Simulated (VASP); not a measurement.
Here is a VASP 6.6.1 calculation.

INCAR

```
SYSTEM = Na3Rh
PREC = Accurate
ENCUT = 520
EDIFF = 1E-7
ISMEAR = 0
SIGMA = 0.1
LREAL = .False.
LASPH = .True.
NELM = 80
ALGO = Normal
ISIF = 2
LWAVE = .False.
LCHARG = .False.
GGA = PE
NBANDS = 26
```

Contents of KPOINTS:

```
Automatic mesh
0
Gamma
  6 6 4
  0 0 0
```

POSCAR

```
Na3Rh
1.0
    7.8516456878      0.0000000048      0.0000000000
   -3.9258228481      6.7997246248      0.0000000000
    0.0000000000      0.0000000000      2.7961861762
Na Rh
3 1
Direct
    0.1487459228      0.8512540772      0.4485849930
    0.1487459228      0.2974918556      0.4485849930
    0.7025081444      0.8512540772      0.4485849930
    0.3333333300      0.6666666700      0.9487032209
```

Potentials or basis: VASP PAW PBE potentials, release 64 (Na_pv, Rh_pv).

Command:

```bash
$ cat potpaw_PBE.64/Na_pv/POTCAR potpaw_PBE.64/Rh_pv/POTCAR > POTCAR
$ mpirun -np 1 vasp_std > vasp.out
```

(1) What does it give for the pressure?

(2) What does it give for the band gap on the k mesh?

## Answers

(1) 0.2 GPa.

(2) zero (band 18 reaches 2.67 eV, above the bottom of band 19 at -0.06 eV).

Caveat: the k points lie up to 0.56 Å⁻¹ apart.
